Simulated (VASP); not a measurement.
# Be24NO in VASP: notebook, part 2 of 2

VASP 6.6.1. Earlier steps stand in the parts before.

**4. Single point, PBE, collinear spin, ferromagnetic start**

File INCAR:

```
ALGO = Normal
DIPOL = 0.5 0.5 0.291
EDIFF = 1E-6
ENCUT = 520
GGA = PE
GGA_COMPAT = F
IDIPOL = 3
ISIF = 2
ISMEAR = 0
ISPIN = 2
KPAR = 4
LASPH = T
LCHARG = F
LDIPOL = T
LORBIT = 11
LREAL = F
LWAVE = F
MAGMOM = 0 0 0 0 0 0 0 0 0 0 0 0 0 0 0 0 0 0 0 0 0 0 0 0 1 0
NBANDS = 52
NELM = 200
NELMDL = -8
PREC = Accurate
SIGMA = 0.1
```

File KPOINTS:

```
k-points
0
Gamma
  6 4 1
```

File POSCAR:

```
Be24NO
1.0
    4.5254381411      0.0000000000      0.0000000000
    0.0000000000      7.1336190820      0.0000000000
    0.0000000000      0.0000000000     22.3685529248
Be N O
24 1 1
Direct
    0.0000000000      0.3750000000      0.1788224752
    0.0000000000      0.8750000000      0.1788224752
    0.5000000000      0.3750000000      0.1788224752
    0.5000000000      0.8750000000      0.1788224752
    0.2500000000      0.1250000000      0.2080237711
    0.2500000000      0.6250000000      0.2080237711
    0.7500000000      0.1250000000      0.2080237711
    0.7500000000      0.6250000000      0.2080237711
    0.2500000000      0.3750000000      0.2664263628
    0.2500000000      0.8750000000      0.2664263628
    0.7500000000      0.3750000000      0.2664263628
    0.7500000000      0.8750000000      0.2664263628
    0.0000000000      0.1250000000      0.2903069137
    0.0000000000      0.6250000000      0.2903069137
    0.5000000000      0.1250000000      0.2903069137
    0.5000000000      0.6250000000      0.2903069137
    0.0000000000      0.3750000000      0.3546814205
    0.0000000000      0.8750000000      0.3546814205
    0.5000000000      0.3750000000      0.3546814205
    0.5000000000      0.8750000000      0.3546814205
    0.2500000000      0.1250000000      0.3741213369
    0.2500000000      0.6250000000      0.3741213369
    0.7500000000      0.1250000000      0.3741213369
    0.7500000000      0.6250000000      0.3741213369
    0.7500000000      0.4583333333      0.4331327537
    0.8896786100      0.5980119434      0.4331327537
```

Potentials or basis: VASP PAW PBE potentials, release 64 (Be, N, O).

On the command line:

```
$ cat potpaw_PBE.64/Be/POTCAR potpaw_PBE.64/N/POTCAR potpaw_PBE.64/O/POTCAR > POTCAR
$ mpirun -np 4 vasp_std > vasp.out
```

OUTCAR:

```text
EDIFF = 1E-6
   ENCUT = 520
   GGA = PE
   ISIF = 2
   ISMEAR = 0
   ISPIN = 2
   LASPH = T
   LORBIT = 11
   LREAL = F
   NELM = 200
   NELMDL = -8
   PREC = Accurate

 ion  position               nearest neighbor table
   1  0.000  0.375  0.179-   5 2.21   6 2.21   7 2.21   8 2.21   9 2.26  11 2.26   3 2.26   3 2.26

   2  0.000  0.875  0.179-   5 2.21   6 2.21   7 2.21   8 2.21  10 2.26  12 2.26   4 2.26   4 2.26

   3  0.500  0.375  0.179-   5 2.21   6 2.21   7 2.21   8 2.21   9 2.26  11 2.26   1 2.26   1 2.26
[... 37 lines left out ...]
  22  0.250  0.625  0.374-  26 2.11  18 2.16  19 2.16  20 2.16  17 2.16  16 2.19  14 2.19  24 2.26
                            24 2.26
  23  0.750  0.125  0.374-  17 2.16  18 2.16  19 2.16  20 2.16  13 2.19  15 2.19  21 2.26  21 2.26

  24  0.750  0.625  0.374-  26 1.48  25 1.78  19 2.16  20 2.16  17 2.16  18 2.16  14 2.19  16 2.19
                            22 2.26  22 2.26
  25  0.750  0.458  0.433-  26 1.18  24 1.78
  26  0.890  0.598  0.433-  25 1.18  24 1.48  22 2.11

  LATTYP: Found a simple orthorhombic cell.
 ALAT       =     4.5254381411
 B/A-ratio  =     1.5763377732
 C/A-ratio  =     4.9428480132
[... 1495 lines left out ...]
 -----------------------------------------------------------------------------
  energy-cutoff  :      520.00
  volume of cell :      722.12
      direct lattice vectors                 reciprocal lattice vectors
     4.525438141  0.000000000  0.000000000     0.220973079  0.000000000  0.000000000
     0.000000000  7.133619082  0.000000000     0.000000000  0.140181300  0.000000000
     0.000000000  0.000000000 22.368552925     0.000000000  0.000000000  0.044705619

 POSITION                                       TOTAL-FORCE (eV/Angst)
 -----------------------------------------------------------------------------------
      0.00000      2.67511      4.00000        -0.019646     -0.031088      0.523589
      0.00000      6.24192      4.00000         0.049562     -0.017877      0.462438
      2.26272      2.67511      4.00000         0.013668     -0.006238      0.517453
      2.26272      6.24192      4.00000        -0.078070      0.110415      0.515613
      1.13136      0.89170      4.65319         0.009969     -0.010113     -0.760877
      1.13136      4.45851      4.65319        -0.009378     -0.030383     -0.701541
[... 18 lines left out ...]
      3.39408      3.26958      9.68855        -5.695893     -8.471078     -0.658684
      4.02619      4.26599      9.68855         6.758467      7.814897      3.931767
 -----------------------------------------------------------------------------------
    total drift:                               -0.000065     -0.000140     -0.000248

  FREE ENERGIE OF THE ION-ELECTRON SYSTEM (eV)
  ---------------------------------------------------
  free  energy   TOTEN  =       -94.6851046151 eV

  energy  without entropy=      -94.6562106824  energy(sigma->0) =      -94.67065765

 vacuum level on the upper side and lower side of the slab         3.405         2.780

 total charge

# of ion       s       p       d       tot
------------------------------------------
    1        0.413   0.603   0.000   1.016
    2        0.412   0.602   0.000   1.013
    3        0.406   0.610   0.000   1.015
    4        0.411   0.605   0.000   1.017
    5        0.420   0.739   0.000   1.159
    6        0.419   0.739   0.000   1.158
[... 18 lines left out ...]
   25        1.337   2.403   0.000   3.740
   26        1.607   3.642   0.000   5.249
--------------------------------------------------
tot         13.044  23.411   0.000  36.455

 magnetization (x)

# of ion       s       p       d       tot
------------------------------------------
    1        0.000   0.000   0.000   0.000
    2        0.000   0.000   0.000   0.000
    3        0.000   0.000   0.000   0.000
    4        0.000   0.000   0.000   0.000
    5       -0.000  -0.000   0.000  -0.000
    6       -0.000  -0.000   0.000  -0.000
[... 18 lines left out ...]
   25        0.000  -0.000   0.000  -0.000
   26        0.000   0.000   0.000   0.000
--------------------------------------------------
tot          0.000   0.000   0.000   0.000
```

OSZICAR:

```text
N       E                     dE             d eps       ncg     rms          rms(c)
DAV:   1     0.304224643023E+03    0.30422E+03   -0.19779E+04  2920   0.837E+02
DAV:   2    -0.617536773490E+02   -0.36598E+03   -0.34931E+03  4152   0.186E+02
DAV:   3    -0.100727804754E+03   -0.38974E+02   -0.37459E+02  3808   0.586E+01
[... 28 lines left out ...]
DAV:  32    -0.946850810543E+02   -0.17896E-04   -0.24659E-07  2848   0.104E-03    0.664E-04
DAV:  33    -0.946850970277E+02   -0.15973E-04   -0.55112E-07  2856   0.134E-03    0.385E-04
DAV:  34    -0.946851019076E+02   -0.48798E-05   -0.26209E-07  2884   0.886E-04    0.279E-04
DAV:  35    -0.946851039729E+02   -0.20653E-05   -0.84476E-08  2604   0.550E-04    0.157E-04
DAV:  36    -0.946851046151E+02   -0.64223E-06   -0.24650E-08  2452   0.328E-04
   1 F= -.94685105E+02 E0= -.94670658E+02  d E =-.288939E-01  mag=     0.0001
```

stdout:

```text
POSCAR found type information on POSCAR BeN O
 POSCAR found :  3 types and      26 ions
 scaLAPACK will be used
 -----------------------------------------------------------------------------
|                                                                             |
|                                                                             |
|     You have a (more or less) 'large supercell' and for larger cells it     |
|     might be more efficient to use real-space projection operators.         |
|     Therefore, try LREAL= Auto in the INCAR file.                           |
|     Mind: For very accurate calculation, you might also keep the            |
|     reciprocal projection scheme (i.e. LREAL=.FALSE.).                      |
|                                                                             |
 -----------------------------------------------------------------------------

 LDA part: xc-table for (Slater+PW92), standard interpolation
 POSCAR, INCAR and KPOINTS ok, starting setup
 FFT: planning ... GRIDC
 FFT: planning ... GRID_SOFT
 FFT: planning ... GRID
 WAVECAR not read
 entering main loop
```

Wall time 10 min (4 MPI ranks of Intel Xeon 6975P-C (Granite Rapids), shared host); peak memory 1.4 GiB.

What came out:

```yaml
Free_energy: -94.6851 eV
Largest_force: 11.055 eV/Å
Net_moment: 0.00 μB per cell
Valence_electrons_inside_the_program's_atomic_spheres: Be 1.02, 1.01, 1.16, 1.17, 1.18, 1.22, 1.23, 1.21, 1.14, 1.13, 1.15, 1.08, 1.07, 1.43; N 3.74; O 5.25
```

Forces on the atoms (eV/Å):
```
Be  -0.020 -0.031  0.524
Be   0.050 -0.018  0.462
Be   0.014 -0.006  0.517
Be  -0.078  0.110  0.516
Be   0.010 -0.010 -0.761
Be  -0.009 -0.030 -0.702
Be  -0.033  0.027 -0.660
Be  -0.046 -0.073 -0.602
Be   0.144  0.025 -0.123
Be   0.016  0.024  0.145
Be  -0.034 -0.032  0.027
Be  -0.020  0.079 -0.042
Be   0.024  0.040 -0.041
Be  -0.015 -0.098  0.450
Be  -0.010 -0.072  0.096
Be  -0.001  0.038 -0.008
Be   0.326 -0.867 -0.373
Be   0.094  0.502 -0.496
Be  -0.072  0.358  0.427
Be  -0.241  0.068 -0.059
Be  -0.071 -0.017  0.054
Be   0.046  0.152 -0.209
Be   0.217 -0.312  0.087
Be  -1.352  0.800 -2.503
N   -5.696 -8.471 -0.659
O    6.758  7.815  3.932
```

Caveat: the standard files for N, O and F lose accuracy on very short bonds.
